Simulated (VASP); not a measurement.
A run of VASP 6.6.1 is set up as follows.

Contents of INCAR:

```
ALGO = Normal
EDIFF = 1E-6
ENCUT = 520
GGA = PS
ISIF = 2
ISMEAR = 0
ISPIN = 2
LASPH = True
LCHARG = False
LMAXMIX = 4
LORBIT = 11
LREAL = False
LWAVE = False
MAGMOM = 0.3 0.66 0.66 0.66
NBANDS = 32
NELM = 150
NUPDOWN = 2.28
PREC = Accurate
SIGMA = 0.15
```

The input KPOINTS:

```
k-points
0
Gamma
  12 12 12
```

POSCAR

```
TiCo3
1.0
    3.5280257688      0.0000000000      0.0000000000
    0.0000000000      3.5280257688      0.0000000000
    0.0000000000      0.0000000000      3.5280257688
Ti Co
1 3
Direct
    0.0000000000      0.0000000000      0.0000000000
    0.0000000000      0.5000000000      0.5000000000
    0.5000000000      0.0000000000      0.5000000000
    0.5000000000      0.5000000000      0.0000000000
```

Potentials or basis: VASP PAW PBE potentials, release 64 (Ti_sv, Co).

The run is started by

```console
$ cat potpaw_PBE.64/Ti_sv/POTCAR potpaw_PBE.64/Co/POTCAR > POTCAR
$ mpirun -np 1 vasp_std > vasp.out
```

Estimate the pressure.

3.0 GPa.

Caveat: the cell stands under pressure; the PAW data sets were made with another functional, which shifts forces and pressure a little; the total moment is fixed, so each spin has its own Fermi level and the state may be an excited one.
